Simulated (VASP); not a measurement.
# Si (R-3m) in VASP: a series of runs

The runs below take Si through single point, with PBEsol.

All numbers are computed with VASP 6.6.1; they aren't measurements. Logs are shortened: lines on timing, memory, paths and dates and some standing lists are left out, and cuts for length are marked.

### Step 1. The cell of the first run

The structure is trigonal, space group R-3m (No. 166). Conventional cell: a = 3.782 Å, b = 3.782 Å, c = 9.483 Å, α = 90.00°, β = 90.00°, γ = 120.00°. Si (site symmetry 3m) has 4 Si at 2.33 to 2.35 Å within 3.1 Å.

### Step 2. Single point, PBEsol

INCAR

```
SYSTEM = Si
PREC = Accurate
ENCUT = 520
EDIFF = 1E-7
ISMEAR = 0
SIGMA = 0.02
LREAL = .FALSE.
LASPH = .TRUE.
NELM = 100
ALGO = Normal
ISIF = 2
LWAVE = .FALSE.
LCHARG = .FALSE.
GGA = PS
ISYM = 0
NBANDS = 11
```

KPOINTS

```
regular mesh
0
G
  9 9 11
  0 0 0
```

POSCAR

```
Si
1.0
    3.7815694912      0.0000000001     -0.0000268538
   -1.8907847456      3.2749352456      0.0000268538
   -1.8908074462      1.0916581880      3.1609949455
Si
2
Direct
    0.5010870720      0.4989129280      0.5032605751
    0.7489129280      0.2510870720      0.2467394249
```

Potentials or basis: VASP PAW PBE potentials, release 64 (Si).

Launch:

```
> cat potpaw_PBE.64/Si/POTCAR > POTCAR
> mpirun -np 1 vasp_std > vasp.out
```

OUTCAR:

```text
SYSTEM = Si
   PREC = Accurate
   ENCUT = 520
   EDIFF = 1E-7
   ISMEAR = 0
   LREAL = .FALSE.
   LASPH = .TRUE.
   NELM = 100
   ISIF = 2
   GGA = PS
   ISYM = 0

 ion  position               nearest neighbor table
   1  0.501  0.499  0.503-   2 2.33   2 2.33   2 2.33   2 2.35
   2  0.749  0.251  0.247-   1 2.33   1 2.33   1 2.33   1 2.35

IMPORTANT INFORMATION: All symmetrisations will be switched off!
NOSYMM: (Re-)initialisation of all symmetry stuff for point group C_1.

----------------------------------------------------------------------------------------

                                     Primitive cell

  volume of cell :      39.1468

  direct lattice vectors                    reciprocal lattice vectors
     3.781569491  0.000000000 -0.000026854     0.264441215  0.152674342  0.105453893
    -1.890784746  3.274935246  0.000026854    -0.000000749  0.305349981 -0.105453893
    -1.890807446  1.091658188  3.160994946     0.000002247 -0.000001297  0.316357881

  length of vectors
     3.781569491  3.781569491  3.841713087     0.323046645  0.323046645  0.316357881

  position of ions in fractional coordinates (direct lattice)
     0.501087072  0.498912928  0.503260575
     0.748912928  0.251087072  0.246739425

  ion indices of the primitive-cell ions
   primitive index   ion index
                 1           1
                 2           2

----------------------------------------------------------------------------------------

 KPOINTS: regular mesh

Automatic generation of k-mesh.
 Grid dimensions read from file:
 generate k-points for:    9    9   11

 Generating k-lattice:

  Cartesian coordinates                     Fractional coordinates (reciprocal lattice)
     0.029382357  0.016963816  0.011717099     0.111111111  0.000000000  0.000000000
    -0.000000083  0.033927776 -0.011717099    -0.000000000  0.111111111  0.000000000
     0.000000204 -0.000000118  0.028759807     0.000000000  0.000000000  0.090909091

  Length of vectors
     0.035894072  0.035894072  0.028759807

  Shift w.r.t. Gamma in fractional coordinates (k-lattice)
     0.000000000  0.000000000  0.000000000

 Subroutine IBZKPT returns following result:
 ===========================================

 Found    446 irreducible k-points:

 Following reciprocal coordinates:
            Coordinates               Weight
  0.000000  0.000000  0.000000      1.000000
  0.111111  0.000000  0.000000      2.000000
  0.000000  0.111111  0.000000      2.000000
  0.222222  0.000000  0.000000      2.000000
  0.000000  0.222222  0.000000      2.000000
  0.333333 -0.000000  0.000000      2.000000
[... 16 lines left out ...]
 -0.111111  0.111111  0.000000      2.000000
  0.222222  0.222222  0.000000      2.000000
 [... further k-points ...]
   k-points           NKPTS =    446   k-points in BZ     NKDIM =    446   number of bands    NBANDS=     11
   number of dos      NEDOS =    301   number of ions     NIONS =      2
   total plane-waves  NPLWV =  23520
   dimension x,y,z NGX =    28 NGY =   28 NGZ =   30
   dimension x,y,z NGXF=    56 NGYF=   56 NGZF=   60
   ions per type =               2
   NGX,Y,Z   is equivalent  to a cutoff of  12.31, 12.31, 12.98 a.u.
   NGXF,Y,Z  is equivalent  to a cutoff of  24.62, 24.62, 25.96 a.u.
 SYSTEM =  Si
   PREC   = accura    normal or accurate (medium, high low for compatibility)
   ISTART =      0    job   : 0-new  1-cont  2-samecut
   ICHARG =      2    charge: 1-file 2-atom 10-const
   ISPIN  =      1    spin polarized calculation?
   LNONCOLLINEAR =      F non collinear calculations
   LSORBIT =      F    spin-orbit coupling
   LASPH  =      T    aspherical Exc in radial PAW
   ENCUT  =  520.0 eV  38.22 Ry    6.18 a.u.   7.03  7.03  7.14*2*pi/ulx,y,z
   NELM   =    100;   NELMIN=  2; NELMDL= -5     # of ELM steps
   EDIFF  = 0.1E-06   stopping-criterion for ELM
   LREAL  =      F    real-space projection
   EDIFFG = 0.1E-05   stopping-criterion for IOM
   NSW    =      0    number of steps for IOM
   IBRION =     -1    ionic relax: 0-MD 1-quasi-New 2-CG
   NFREE  =      0    steps in history (QN), initial steepest desc. (CG)
   ISIF   =      2    stress and relaxation
   ISYM   =      0    0-nonsym 1-usesym 2-fastsym
   POTIM  = 0.5000    time-step for ionic-motion
   TEBEG  =    0.0;   TEEND  =   0.0 temperature during run
   PSTRESS=    0.0 pullay stress
   NELECT =       8.0000    total number of electrons
   NUPDOWN=      -1.0000    fix difference up-down
   EMIN   =  10.00;   EMAX   =-10.00  energy-range for DOS
   EFERMI =   0.00;   METHOD = LEGACY
   ISMEAR =     0;   SIGMA  =   0.02  broadening in eV -4-tet -1-fermi 0-gaus
   EFERMI_NEDOS =   21; number of points for ismear=-14 and -15
   IALGO  =     38    algorithm
   IMIX   =      4    mixing-type and parameters
     AMIX     =   0.40;   BMIX     =  1.00
     AMIX_MAG =   1.60;   BMIX_MAG =  1.00
  volume/ion in A,a.u.               =      19.57       132.09
  Fermi-wavevector in a.u.,A,eV,Ry     =   0.964287  1.822237 12.651358  0.929849
  Thomas-Fermi vector in A             =   2.093905
   LORBIT       =      0    0 simple, 1 ext, 2 COOP (PROOUT), +10 PAW based schemes
   GGA     = PS    functional components
   LHFCALC =     F    Hartree Fock is set to
   AEXX    =    0.0000 exact exchange contribution
   IVDW    =     0    specifies the selected vdW correction
   LEPSILON=     F    determine dielectric tensor
   LRPA    =     F    only Hartree local field effects (RPA)
 non-spin polarized calculation
 Gauss-broadening in eV      SIGMA  =   0.02
  energy-cutoff  :      520.00
  volume of cell :       39.15
 maximum number of plane-waves:      1066
   NGX = 13   NGY = 13   NGZ = 15

 number of electron       8.0000000 magnetization

 Free energy of the ion-electron system (eV)
  ---------------------------------------------------
  ext. energy  EPLUGINS =         0.00000000
  ---------------------------------------------------
  free energy    TOTEN  =       -11.47773100 eV

  energy without entropy =      -11.47773100  energy(sigma->0) =      -11.47773100

 E-fermi :   6.1864     XC(G=0):  -9.6409

 val. band max:        6.1050448490   @ k =   0.0000   0.0000   0.0000
 cond. band min:       6.4129885382   @ k =  -0.4444   0.4444   0.0000
 fundamental gap:      0.3079436892
 Fermi energy:         6.1863687329

 k-point     1 :       0.0000    0.0000    0.0000
  band No.  band energies     occupation
      1      -6.1259      2.00000
      2       5.8597      2.00000
      3       6.1050      2.00000
      4       6.1050      2.00000
      5       8.3128      0.00000
      6       8.6397      0.00000
      7       8.6398      0.00000
      8       9.6667      0.00000
      9      13.7264      0.00000
     10      13.7266      0.00000
     11      13.8325      0.00000

 k-point     2 :       0.1111    0.0000    0.0000
  band No.  band energies     occupation
      1      -5.9585      2.00000
      2       4.7245      2.00000
      3       5.6453      2.00000
      4       5.8440      2.00000
      5       8.4626      0.00000
      6       8.8185      0.00000
      7       9.0074      0.00000
      8      10.7455      0.00000
      9      13.2404      0.00000
     10      13.3017      0.00000
     11      14.5322      0.00000

 k-point     3 :       0.0000    0.1111    0.0000
  band No.  band energies     occupation
      1      -5.9585      2.00000
      2       4.7245      2.00000
      3       5.6453      2.00000
      4       5.8440      2.00000
      5       8.4626      0.00000
      6       8.8185      0.00000
      7       9.0074      0.00000
      8      10.7455      0.00000
      9      13.2404      0.00000
     10      13.3017      0.00000
     11      14.5322      0.00000

 k-point     4 :       0.2222    0.0000    0.0000
  band No.  band energies     occupation
      1      -5.4660      2.00000
      2       2.6025      2.00000
      3       5.2185      2.00000
      4       5.3862      2.00000
      5       8.0924      0.00000
      6       9.3260      0.00000
      7       9.5200      0.00000
      8      12.5705      0.00000
      9      13.0042      0.00000
     10      13.1266      0.00000
     11      14.9704      0.00000

 k-point     5 :       0.0000    0.2222    0.0000
  band No.  band energies     occupation
      1      -5.4660      2.00000
      2       2.6025      2.00000
      3       5.2185      2.00000
      4       5.3862      2.00000
      5       8.0924      0.00000
      6       9.3260      0.00000
      7       9.5200      0.00000
      8      12.5705      0.00000
      9      13.0042      0.00000
     10      13.1266      0.00000
     11      14.9704      0.00000

 k-point     6 :       0.3333   -0.0000    0.0000
  band No.  band energies     occupation
      1      -4.6933      2.00000
      2       0.6298      2.00000
      3       4.8880      2.00000
      4       5.0248      2.00000
      5       7.7133      0.00000
      6       9.3801      0.00000
      7       9.5201      0.00000
      8      13.6193      0.00000
      9      13.9428      0.00000
     10      14.1463      0.00000
     11      15.2250      0.00000

 k-point     7 :       0.0000    0.3333    0.0000
  band No.  band energies     occupation
      1      -4.6933      2.00000
      2       0.6298      2.00000
      3       4.8880      2.00000
      4       5.0248      2.00000
      5       7.7133      0.00000
      6       9.3801      0.00000
      7       9.5201      0.00000
      8      13.6193      0.00000
      9      13.9428      0.00000
     10      14.1463      0.00000
     11      15.2250      0.00000

 k-point     8 :       0.4444    0.0000    0.0000
  band No.  band energies     occupation
      1      -3.8541      2.00000
      2      -0.8294      2.00000
      3       4.7191      2.00000
      4       4.8374      2.00000
      5       7.5078      0.00000
      6       9.2142      0.00000
      7       9.3446      0.00000
      8      13.5441      0.00000
      9      15.5871      0.00000
     10      16.0193      0.00000
     11      16.9973      0.00000
[... 141 lines left out ...]
 k-point    19 :      -0.3333    0.1111    0.0000
  band No.  band energies     occupation
      1      -4.8361      2.00000
      2       1.2983      2.00000
      3       4.3740      2.00000
      4       4.4980      2.00000
      5       8.2341      0.00000
      6       9.5715      0.00000
      7      10.3424      0.00000
      8      11.4278      0.00000
      9      14.5022      0.00000
     10      15.0658      0.00000
     11      15.5262      0.00000

 k-point    20 :       0.1111   -0.3333   -0.0000
  band No.  band energies     occupation
      1      -4.8361      2.00000
      2       1.2983      2.00000
      3       4.3740      2.00000
      4       4.4980      2.00000
      5       8.2341      0.00000
      6       9.5715      0.00000
      7      10.3424      0.00000
      8      11.4278      0.00000
      9      14.5022      0.00000
     10      15.0658      0.00000
     11      15.5262      0.00000

 k-point    21 :      -0.2222    0.1111    0.0000
  band No.  band energies     occupation
      1      -5.5216      2.00000
      2       3.2528      2.00000
      3       4.7183      2.00000
      4       5.0082      2.00000
      5       8.1493      0.00000
      6       9.6631      0.00000
      7      10.1789      0.00000
      8      10.9307      0.00000
      9      13.1411      0.00000
     10      13.9953      0.00000
     11      15.7539      0.00000

 k-point    22 :       0.1111   -0.2222   -0.0000
  band No.  band energies     occupation
      1      -5.5216      2.00000
      2       3.2528      2.00000
      3       4.7183      2.00000
      4       5.0082      2.00000
      5       8.1493      0.00000
      6       9.6631      0.00000
      7      10.1789      0.00000
      8      10.9307      0.00000
      9      13.1411      0.00000
     10      13.9953      0.00000
     11      15.7539      0.00000

 k-point    23 :      -0.1111    0.1111    0.0000
  band No.  band energies     occupation
      1      -5.9050      2.00000
      2       4.8963      2.00000
      3       5.2559      2.00000
      4       5.4086      2.00000
      5       8.0602      0.00000
      6       9.4114      0.00000
      7       9.5974      0.00000
      8      10.5383      0.00000
      9      12.5898      0.00000
     10      13.9688      0.00000
     11      14.7479      0.00000

 k-point    24 :       0.2222    0.2222    0.0000
  band No.  band energies     occupation
      1      -4.4066      2.00000
      2       1.0503      2.00000
      3       2.5580      2.00000
      4       4.8739      2.00000
      5       8.6109      0.00000
      6      10.2548      0.00000
      7      10.5815      0.00000
      8      11.8497      0.00000
      9      12.0690      0.00000
     10      16.7257      0.00000
     11      18.1032      0.00000

 [... further k-points ...]
[... 5 lines left out ...]
  --------------------------------------------------------------------------------------
  -------------------------------------------------------------------------------------
  Total        0.9052494      0.9053339      0.0220784      0.0000737      0.0000017     -0.0000028
  in kB       37.0495292     37.0529886      0.9036121      0.0030152      0.0000713     -0.0001151
  external PRESSURE =      25.0020433 kB  Pullay stress =       0.0000000 kB

 VOLUME and BASIS-vectors are now :
 -----------------------------------------------------------------------------
  energy-cutoff  :      520.00
  volume of cell :       39.15
      direct lattice vectors                 reciprocal lattice vectors
     3.781569491  0.000000000 -0.000026854     0.264441215  0.152674342  0.105453893
    -1.890784746  3.274935246  0.000026854    -0.000000749  0.305349981 -0.105453893
    -1.890807446  1.091658188  3.160994946     0.000002247 -0.000001297  0.316357881

 POSITION                                       TOTAL-FORCE (eV/Angst)
 -----------------------------------------------------------------------------------
     -0.00001      2.18330      1.59080        -0.000013      0.000007      0.001170
      1.89078      1.09165      0.77993         0.000013     -0.000007     -0.001170
 -----------------------------------------------------------------------------------
    total drift:                               -0.000000     -0.000000      0.000000

  FREE ENERGIE OF THE ION-ELECTRON SYSTEM (eV)
  ---------------------------------------------------
  free  energy   TOTEN  =       -11.4777309960 eV

  energy  without entropy=      -11.4777309960  energy(sigma->0) =      -11.47773100
```

Run time: 4.2 min. Hardware: 1 thread of Intel Xeon 8259CL, shared host; peak memory 0.27 GiB.

Results:

```yaml
Free_energy: -11.4777 eV
Pressure: 2.5 GPa
Band_gap_on_the_k_mesh: 0.31 eV (least direct gap 2.21 eV)
```

Stress tensor (GPa, compression positive):
```
3.70 0.00 0.00
0.00 3.71 0.00
0.00 0.00 0.09
```

Caveat: semilocal functionals underestimate gaps, and a narrow one can read as zero; the PAW data sets were made with another functional, which shifts forces and pressure a little.

### Step 3. Single point, PBEsol

This run uses another cell than the first one, of 19.79 Å³/atom.

INCAR

```
SYSTEM = Si
  PREC = Accurate
  ENCUT = 520
  EDIFF = 1E-6
  ISMEAR = 0
  SIGMA = 0.02
  LREAL = .False.
  LASPH = .True.
  NELM = 60
  ALGO = Normal
  ISIF = 2
  LWAVE = .False.
  LCHARG = .False.
  GGA = PS
  ISYM = 0
  NBANDS = 11
```

KPOINTS

```
regular mesh
0
Gamma
  9 9 11
  0 0 0
```

POSCAR

```
Si
1.0
    3.7815694913      0.0000000000      0.0000000000
   -1.8907847457      3.2749352456      0.0000000000
   -1.8907847457      1.0916450819      3.1967129281
Si
2
Direct
    0.5000000000      0.5000000000      0.5000000000
    0.7500000000      0.2500000000      0.2500000000
```

Potentials or basis: VASP PAW PBE potentials, release 64 (Si).

Launch:

```
> cat potpaw_PBE.64/Si/POTCAR > POTCAR
> mpirun -np 1 vasp_std > vasp.out
```

Wall time 3.5 min (1 thread of Intel Xeon 8259CL, shared host); peak memory 0.27 GiB.

It converged, with:

```yaml
Free_energy: -11.4692 eV
Pressure: 1.5 GPa
Largest_force: 0.376 eV/Å
Band_gap_on_the_k_mesh: 0.37 eV (least direct gap 2.02 eV)
```

Forces on the atoms (eV/Å):
```
Si   0.000  0.000  0.376
Si   0.000  0.000 -0.376
```

Stress tensor (GPa, compression positive):
```
 3.90  0.00  0.00
 0.00  3.90  0.00
 0.00  0.00 -3.25
```

Levels at points of the mesh, in eV from the valence-band top:
```tsv
k point	band 1	band 2	band 3	band 4	band 5	band 6	band 7	band 8
(0.00, 0.00, 0.00)	-12.11	-0.11	0.00	0.00	2.02	2.67	2.67	3.54
```

Caveat: the stress differs along the axes, from -3 to 4 GPa; semilocal functionals underestimate gaps, and a narrow one can read as zero; the PAW data sets were made with another functional, which shifts forces and pressure a little. A k mesh can miss the band edges.
